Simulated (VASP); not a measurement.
# Rb (I4/mmm) in VASP: further runs

The runs below take Rb through single point, with PBEsol.

Everything below comes from runs of VASP 6.6.1. Logs are shortened: lines on timing, memory, paths and dates and some standing lists are left out, and cuts for length are marked.

**1. The cell of the first run**

It takes space group I4/mmm (No. 139, tetragonal). The conventional cell has a = 5.163 Å, b = 5.163 Å, c = 5.612 Å, α = 90.00°, β = 90.00°, γ = 90.00°.

**2. Single point, PBEsol (strain -0.080 along x and y, +0.000 along z)**

Contents of INCAR:

```
SYSTEM = Rb
  ALGO = Fast
  EDIFF = 1E-6
  ENCUT = 520
  GGA = PS
  ISIF = 2
  ISMEAR = 0
  LASPH = .True.
  LCHARG = .False.
  LREAL = .False.
  LWAVE = .False.
  NBANDS = 10
  NELM = 60
  PREC = Accurate
  SIGMA = 0.15
```

Contents of KPOINTS:

```
k-points
0
Gamma
  12 12 12
  0 0 0
```

Contents of POSCAR:

```
Rb
1.0
   -2.5815200000      2.5815200000      2.8060000000
    2.5815200000     -2.5815200000      2.8060000000
    2.5815200000      2.5815200000     -2.8060000000
Rb
1
Direct
    0.0000000000      0.0000000000      0.0000000000
```

Potentials or basis: VASP PAW PBE potentials, release 64 (Rb_sv).

Started as:

```bash
> cat potpaw_PBE.64/Rb_sv/POTCAR > POTCAR
> mpirun -np 1 vasp_std > vasp.out
```

OUTCAR:

```text
SYSTEM = Rb
   EDIFF = 1E-6
   ENCUT = 520
   GGA = PS
   ISIF = 2
   ISMEAR = 0
   LASPH = .True.
   LREAL = .False.
   NELM = 60
   PREC = Accurate

 ion  position               nearest neighbor table
   1  0.000  0.000  0.000-

  LATTYP: Found a body centered tetragonal cell.
 ALAT       =     5.1630400000
 C/A-ratio  =     1.0869565217

  Lattice vectors:

 A1 = (  -2.5815200000,   2.5815200000,   2.8060000000)
 A2 = (   2.5815200000,  -2.5815200000,   2.8060000000)
 A3 = (   2.5815200000,   2.5815200000,  -2.8060000000)

Analysis of symmetry for initial positions (statically):
=====================================================================
 Subroutine PRICEL returns:
 Original cell was already a primitive cell.

 Routine SETGRP: Setting up the symmetry group for a
 body centered tetragonal supercell.

 Subroutine GETGRP returns: Found 16 space group operations
 (whereof 16 operations were pure point group operations)
 out of a pool of 16 trial point group operations.

The static configuration has the point symmetry D_4h.

Analysis of symmetry for dynamics (positions and initial velocities):
=====================================================================
 Subroutine PRICEL returns:
 Original cell was already a primitive cell.

 Routine SETGRP: Setting up the symmetry group for a
 body centered tetragonal supercell.

 Subroutine GETGRP returns: Found 16 space group operations
 (whereof 16 operations were pure point group operations)
 out of a pool of 16 trial point group operations.

The dynamic configuration has the point symmetry D_4h.

 Subroutine INISYM returns: Found 16 space group operations
 (whereof 16 operations are pure point group operations),
 and found     1 'primitive' translations

----------------------------------------------------------------------------------------

                                     Primitive cell

  volume of cell :      74.7995

  direct lattice vectors                    reciprocal lattice vectors
    -2.581520000  2.581520000  2.806000000     0.000000000  0.193684341  0.178189594
     2.581520000 -2.581520000  2.806000000     0.193684341  0.000000000  0.178189594
     2.581520000  2.581520000 -2.806000000     0.193684341  0.193684341  0.000000000

  length of vectors
     4.604576747  4.604576747  4.604576747     0.263182741  0.263182741  0.273911022

  position of ions in fractional coordinates (direct lattice)
     0.000000000  0.000000000  0.000000000

  ion indices of the primitive-cell ions
   primitive index   ion index
                 1           1

----------------------------------------------------------------------------------------

 KPOINTS: k-points

Automatic generation of k-mesh.
 Grid dimensions read from file:
 generate k-points for:   12   12   12

 Generating k-lattice:

  Cartesian coordinates                     Fractional coordinates (reciprocal lattice)
     0.000000000  0.016140362  0.014849133     0.083333333  0.000000000  0.000000000
     0.016140362  0.000000000  0.014849133     0.000000000  0.083333333  0.000000000
     0.016140362  0.016140362  0.000000000     0.000000000  0.000000000  0.083333333

  Length of vectors
     0.021931895  0.021931895  0.022825918

  Shift w.r.t. Gamma in fractional coordinates (k-lattice)
     0.000000000  0.000000000  0.000000000

 Subroutine IBZKPT returns following result:
 ===========================================

 Found    163 irreducible k-points:

 Following reciprocal coordinates:
            Coordinates               Weight
  0.000000  0.000000  0.000000      1.000000
  0.083333  0.000000  0.000000      8.000000
  0.166667 -0.000000  0.000000      8.000000
  0.250000 -0.000000  0.000000      8.000000
  0.333333  0.000000  0.000000      8.000000
  0.416667 -0.000000  0.000000      8.000000
[... 16 lines left out ...]
  0.500000  0.166667  0.000000     16.000000
 -0.416667  0.166667 -0.000000     16.000000
 [... further k-points ...]
   k-points           NKPTS =    163   k-points in BZ     NKDIM =    163   number of bands    NBANDS=     10
   number of dos      NEDOS =    301   number of ions     NIONS =      1
   total plane-waves  NPLWV =  46656
   dimension x,y,z NGX =    36 NGY =   36 NGZ =   36
   dimension x,y,z NGXF=    72 NGYF=   72 NGZF=   72
   ions per type =               1
   NGX,Y,Z   is equivalent  to a cutoff of  13.00, 13.00, 13.00 a.u.
   NGXF,Y,Z  is equivalent  to a cutoff of  26.00, 26.00, 26.00 a.u.
 SYSTEM =  Rb
   PREC   = accura    normal or accurate (medium, high low for compatibility)
   ISTART =      0    job   : 0-new  1-cont  2-samecut
   ICHARG =      2    charge: 1-file 2-atom 10-const
   ISPIN  =      1    spin polarized calculation?
   LNONCOLLINEAR =      F non collinear calculations
   LSORBIT =      F    spin-orbit coupling
   LASPH  =      T    aspherical Exc in radial PAW
   ENCUT  =  520.0 eV  38.22 Ry    6.18 a.u.   8.56  8.56  8.56*2*pi/ulx,y,z
   NELM   =     60;   NELMIN=  2; NELMDL= -5     # of ELM steps
   EDIFF  = 0.1E-05   stopping-criterion for ELM
   LREAL  =      F    real-space projection
   EDIFFG = 0.1E-04   stopping-criterion for IOM
   NSW    =      0    number of steps for IOM
   IBRION =     -1    ionic relax: 0-MD 1-quasi-New 2-CG
   NFREE  =      0    steps in history (QN), initial steepest desc. (CG)
   ISIF   =      2    stress and relaxation
   ISYM   =      2    0-nonsym 1-usesym 2-fastsym
   POTIM  = 0.5000    time-step for ionic-motion
   TEBEG  =    0.0;   TEEND  =   0.0 temperature during run
   PSTRESS=    0.0 pullay stress
   NELECT =       9.0000    total number of electrons
   NUPDOWN=      -1.0000    fix difference up-down
   EMIN   =  10.00;   EMAX   =-10.00  energy-range for DOS
   EFERMI =   0.00;   METHOD = LEGACY
   ISMEAR =     0;   SIGMA  =   0.15  broadening in eV -4-tet -1-fermi 0-gaus
   EFERMI_NEDOS =   21; number of points for ismear=-14 and -15
   IALGO  =     68    algorithm
   IMIX   =      4    mixing-type and parameters
     AMIX     =   0.40;   BMIX     =  1.00
     AMIX_MAG =   1.60;   BMIX_MAG =  1.00
  volume/ion in A,a.u.               =      74.80       504.77
  Fermi-wavevector in a.u.,A,eV,Ry     =   0.808207  1.527290  8.887313  0.653199
  Thomas-Fermi vector in A             =   1.916970
   LORBIT       =      0    0 simple, 1 ext, 2 COOP (PROOUT), +10 PAW based schemes
   GGA     = PS    functional components
   LHFCALC =     F    Hartree Fock is set to
   AEXX    =    0.0000 exact exchange contribution
   IVDW    =     0    specifies the selected vdW correction
   LEPSILON=     F    determine dielectric tensor
   LRPA    =     F    only Hartree local field effects (RPA)
 non-spin polarized calculation
 RMM-DIIS sequential band-by-band and
 Gauss-broadening in eV      SIGMA  =   0.15
  energy-cutoff  :      520.00
  volume of cell :       74.80
 maximum number of plane-waves:      2039
 NGX is ok and might be reduce to    36
   NGX = 17   NGY = 17   NGZ = 17

 number of electron       9.0000000 magnetization

 Free energy of the ion-electron system (eV)
  ---------------------------------------------------
  ext. energy  EPLUGINS =         0.00000000
  ---------------------------------------------------
  free energy    TOTEN  =        -1.01061613 eV

  energy without entropy =       -0.99970132  energy(sigma->0) =       -1.00515873

 E-fermi :   0.4203     XC(G=0):  -6.0342

 val. band max:        0.3760513097   @ k =  -0.4167   0.4167   0.0833
 cond. band min:       0.4441623012   @ k =   0.5000   0.3333   0.0833
 fundamental gap:      0.0681109915
 Fermi energy:         0.4202682786

 k-point     1 :       0.0000    0.0000    0.0000
  band No.  band energies     occupation
      1     -28.3492      2.00000
      2     -12.3676      2.00000
      3     -12.3676      2.00000
      4     -12.3664      2.00000
      5      -1.8295      2.00000
      6       4.1400      0.00000
      7       4.1400      0.00000
      8       4.6009      0.00000
      9       5.0332      0.00000
     10       5.6868      0.00000

 k-point     2 :       0.0833    0.0000    0.0000
  band No.  band energies     occupation
      1     -28.3485      2.00000
      2     -12.3803      2.00000
      3     -12.3714      2.00000
      4     -12.3669      2.00000
      5      -1.7329      2.00000
      6       4.0139      0.00000
      7       4.1216      0.00000
      8       4.5892      0.00000
      9       4.9009      0.00000
     10       5.5782      0.00000

 k-point     3 :       0.1667   -0.0000    0.0000
  band No.  band energies     occupation
      1     -28.3466      2.00000
      2     -12.4159      2.00000
      3     -12.3814      2.00000
      4     -12.3669      2.00000
      5      -1.4514      2.00000
      6       3.5434      0.00000
      7       3.9376      0.00000
      8       4.7700      0.00000
      9       4.8646      0.00000
     10       5.4332      0.00000

 k-point     4 :       0.2500   -0.0000    0.0000
  band No.  band energies     occupation
      1     -28.3439      2.00000
      2     -12.4636      2.00000
      3     -12.3951      2.00000
      4     -12.3669      2.00000
      5      -1.0100      2.00000
      6       2.9092      0.00000
      7       3.6572      0.00000
      8       4.9798      0.00000
      9       5.2032      0.00000
     10       5.3928      0.00000
[... 222 lines left out ...]
 k-point    22 :       0.4167    0.1667    0.0000
  band No.  band energies     occupation
      1     -28.3379      2.00000
      2     -12.5391      2.00000
      3     -12.4415      2.00000
      4     -12.3816      2.00000
      5       0.8646      0.00003
      6       1.3608      0.00000
      7       2.7879      0.00000
      8       4.7222      0.00000
      9       5.9159      0.00000
     10       6.2192      0.00000

 k-point    23 :       0.5000    0.1667    0.0000
  band No.  band energies     occupation
      1     -28.3385      2.00000
      2     -12.5329      2.00000
      3     -12.4349      2.00000
      4     -12.3830      2.00000
      5       0.4689      0.64686
      6       1.7181      0.00000
      7       2.8499      0.00000
      8       4.7943      0.00000
      9       5.7589      0.00000
     10       6.2724      0.00000

 k-point    24 :      -0.4167    0.1667   -0.0000
  band No.  band energies     occupation
      1     -28.3401      2.00000
      2     -12.5120      2.00000
      3     -12.4195      2.00000
      4     -12.3834      2.00000
      5      -0.1430      2.00000
      6       2.2628      0.00000
      7       2.9937      0.00000
      8       4.8626      0.00000
      9       5.5861      0.00000
     10       6.0806      0.00000

 [... further k-points ...]

------------------------ aborting loop because EDIFF is reached ----------------------------------------

  FORCE on cell =-STRESS in cart. coord.  units (eV):
  Direction    XX          YY          ZZ          XY          YZ          ZX
  --------------------------------------------------------------------------------------
  -------------------------------------------------------------------------------------
  Total        0.2641458      0.2641458      0.2557857      0.0000000     -0.0000000      0.0000000
  in kB        5.6579043      5.6579043      5.4788343      0.0000000     -0.0000000      0.0000000
  external PRESSURE =       5.5982143 kB  Pullay stress =       0.0000000 kB

 VOLUME and BASIS-vectors are now :
 -----------------------------------------------------------------------------
  energy-cutoff  :      520.00
  volume of cell :       74.80
      direct lattice vectors                 reciprocal lattice vectors
    -2.581520000  2.581520000  2.806000000     0.000000000  0.193684341  0.178189594
     2.581520000 -2.581520000  2.806000000     0.193684341  0.000000000  0.178189594
     2.581520000  2.581520000 -2.806000000     0.193684341  0.193684341  0.000000000

 POSITION                                       TOTAL-FORCE (eV/Angst)
 -----------------------------------------------------------------------------------
      0.00000      0.00000      0.00000        -0.000000      0.000000     -0.000000
 -----------------------------------------------------------------------------------
    total drift:                               -0.000000      0.000000      0.000000

  FREE ENERGIE OF THE ION-ELECTRON SYSTEM (eV)
  ---------------------------------------------------
  free  energy   TOTEN  =        -1.0106161294 eV

  energy  without entropy=       -0.9997013208  energy(sigma->0) =       -1.00515873
```

Wall time 90 s (1 thread of Intel Xeon Platinum 8375C at 2.90GHz (Ice Lake), shared host); peak memory 0.27 GiB.

Results:

```yaml
Free_energy: -1.0106 eV
Pressure: 0.6 GPa
```

Levels at points of the mesh, in eV from the Fermi level:
```csv
k point,band 2,band 3,band 4,band 5,band 6,band 7,band 8,band 9
"(0.00, 0.00, 0.00)",-12.79,-12.79,-12.79,-2.25,3.72,3.72,4.18,4.61
"(0.50, 0.00, 0.00)",-12.98,-12.84,-12.79,0.13,0.89,2.78,4.45,5.67
"(0.50, 0.50, 0.00)",-12.97,-12.85,-12.80,0.25,1.11,2.29,4.99,5.50
"(0.50, 0.50, 0.50)",-12.94,-12.91,-12.91,0.97,1.23,3.22,4.10,4.10
```

Caveat: the cell differs from its parent crystal (strain -0.080 along x and y, +0.000 along z); the PAW data sets were made with another functional, which shifts forces and pressure a little.

**3. Single point, PBEsol (strain -0.040 along x and y, -0.080 along z)**

Contents of INCAR:

```
PREC = Accurate
ENCUT = 520
EDIFF = 1E-6
ISMEAR = 0
SIGMA = 0.15
LREAL = F
LASPH = T
NELM = 100
ALGO = Normal
ISIF = 2
LWAVE = F
LCHARG = F
GGA = PS
NBANDS = 10
```

Contents of KPOINTS:

```
regular mesh
0
Gamma
  12 12 12
```

Contents of POSCAR:

```
Rb
1.0
   -2.6937600000      2.6937600000      2.5815200000
    2.6937600000     -2.6937600000      2.5815200000
    2.6937600000      2.6937600000     -2.5815200000
Rb
1
Direct
    0.0000000000      0.0000000000      0.0000000000
```

Potentials or basis: VASP PAW PBE potentials, release 64 (Rb_sv).

Started as:

```bash
> cat potpaw_PBE.64/Rb_sv/POTCAR > POTCAR
> mpirun -np 1 vasp_std > vasp.out
```

It took 71 s on 1 thread of Intel Xeon Platinum 8375C at 2.90GHz (Ice Lake), shared host; peak memory 0.27 GiB.

It converged, with:

```yaml
Free_energy: -1.0112 eV
Pressure: 0.5 GPa
```

Levels at points of the mesh, in eV from the Fermi level:
| k point | band 1 | band 2 | band 3 | band 4 | band 5 | band 6 | band 7 | band 8 | band 9 | band 10 |
| --- | --- | --- | --- | --- | --- | --- | --- | --- | --- | --- |
| (0.00, 0.00, 0.00) | -28.77 | -12.78 | -12.78 | -12.78 | -2.24 | 3.69 | 3.94 | 3.94 | 4.77 | 5.12 |
| (0.50, 0.00, 0.00) | -28.76 | -12.97 | -12.85 | -12.79 | 0.20 | 1.00 | 2.52 | 4.73 | 5.66 | 5.77 |
| (0.50, 0.50, 0.00) | -28.76 | -12.97 | -12.84 | -12.78 | 0.13 | 0.88 | 2.78 | 4.53 | 5.54 | 5.85 |
| (0.50, 0.50, 0.50) | -28.75 | -12.92 | -12.92 | -12.90 | 1.04 | 1.17 | 3.64 | 3.64 | 4.11 | 5.95 |

Caveat: the cell differs from its parent crystal (strain -0.040 along x and y, -0.080 along z); the PAW data sets were made with another functional, which shifts forces and pressure a little.

**4. Single point, PBEsol (strain -0.080 along x and y, +0.040 along z)**

Contents of INCAR:

```
SYSTEM = Rb
PREC = Accurate
ENCUT = 520
EDIFF = 1E-7
ISMEAR = 0
SIGMA = 0.15
LREAL = .FALSE.
LASPH = .TRUE.
NELM = 100
ALGO = Fast
ISIF = 2
LWAVE = .FALSE.
LCHARG = .TRUE.
GGA = PS
LELF = .TRUE.
LVHAR = .TRUE.
NBANDS = 10
```

Contents of KPOINTS:

```
Automatic mesh
0
G
  12 12 12
  0 0 0
```

Contents of POSCAR:

```
Rb
1.0
   -2.5815200000      2.5815200000      2.9182400000
    2.5815200000     -2.5815200000      2.9182400000
    2.5815200000      2.5815200000     -2.9182400000
Rb
1
Direct
    0.0000000000      0.0000000000      0.0000000000
```

Started as:

```bash
> cat potpaw_PBE.64/Rb_sv/POTCAR > POTCAR
> mpirun -np 1 vasp_std > vasp.out
```

It took 93 s on 1 thread of Intel Xeon Platinum 8375C at 2.90GHz (Ice Lake), shared host; peak memory 0.28 GiB.

The run converged. Its results:

| Property | Result |
| --- | --- |
| Free energy | -1.0192 eV |
| Pressure | 0.4 GPa |

Levels at points of the mesh, in eV from the Fermi level:
```
           k point  band 3  band 4  band 5  band 6  band 7  band 8
(0.00, 0.00, 0.00)  -12.81  -12.81   -2.19    3.66    3.66    4.30
(0.50, 0.00, 0.00)  -12.85  -12.81    0.13    0.83    2.87    4.25
(0.50, 0.50, 0.00)  -12.87  -12.82    0.32    1.14    2.18    5.02
(0.50, 0.50, 0.50)  -12.91  -12.91    0.94    1.34    2.86    4.12
```

Caveat: the cell differs from its parent crystal (strain -0.080 along x and y, +0.040 along z); the PAW data sets were made with another functional, which shifts forces and pressure a little.

**5. Single point, PBEsol (strain -0.080 along x and y, +0.080 along z)**

Contents of INCAR:

```
SYSTEM = Rb
ALGO = Normal
EDIFF = 1E-6
ENCUT = 520
GGA = PS
ISIF = 2
ISMEAR = 0
LASPH = .True.
LCHARG = .False.
LREAL = .False.
LWAVE = .False.
NBANDS = 10
NELM = 100
PREC = Accurate
SIGMA = 0.15
```

Contents of KPOINTS:

```
k-points
0
Gamma
  12 12 12
  0 0 0
```

Contents of POSCAR:

```
Rb
1.0
   -2.5815200000      2.5815200000      3.0304800000
    2.5815200000     -2.5815200000      3.0304800000
    2.5815200000      2.5815200000     -3.0304800000
Rb
1
Direct
    0.0000000000      0.0000000000      0.0000000000
```

Started as:

```bash
> cat potpaw_PBE.64/Rb_sv/POTCAR > POTCAR
> mpirun -np 1 vasp_std > vasp.out
```

It took 53 s on 1 thread of Intel Xeon Platinum 8375C at 2.90GHz (Ice Lake), shared host; peak memory 0.27 GiB.

The run converged. Its results:

| Quantity | Value |
| --- | --- |
| Free energy | -1.0250 eV |
| Pressure | 0.2 GPa |

Levels at points of the mesh, in eV from the Fermi level:
| k point | band 3 | band 4 | band 5 | band 6 | band 7 | band 8 |
| --- | --- | --- | --- | --- | --- | --- |
| (0.00, 0.00, 0.00) | -12.83 | -12.83 | -2.14 | 3.61 | 3.61 | 4.24 |
| (0.50, 0.00, 0.00) | -12.87 | -12.83 | 0.13 | 0.78 | 2.95 | 4.07 |
| (0.50, 0.50, 0.00) | -12.88 | -12.85 | 0.38 | 1.17 | 2.09 | 5.03 |
| (0.50, 0.50, 0.50) | -12.91 | -12.91 | 0.91 | 1.43 | 2.54 | 4.15 |

Caveat: the cell differs from its parent crystal (strain -0.080 along x and y, +0.080 along z); the PAW data sets were made with another functional, which shifts forces and pressure a little.

**6. Summary**

```csv
cell,gap on the mesh (eV),pressure (GPa)
"a = 4.605 Å, angles 111.8, 111.8, 104.9°, 1 atom",none,0.6
"a = 4.602 Å, angles 108.3, 108.3, 111.8°, 1 atom",none,0.5
"a = 4.674 Å, angles 112.9, 112.9, 102.7°, 1 atom",none,0.4
"a = 4.745 Å, angles 114.1, 114.1, 100.6°, 1 atom",none,0.2
```

Alike in all rows: task single point; level PBEsol; potentials or basis VASP PAW PBE potentials, release 64 (Rb_sv); no spin polarisation; k mesh 12 × 12 × 12; cutoff (eV) 520; smearing gaussian 0.15 eV.

Caveats: the PAW data sets were made with another functional, which shifts forces and pressure a little.

Absolute energies hang on the potentials; compare differences alone.
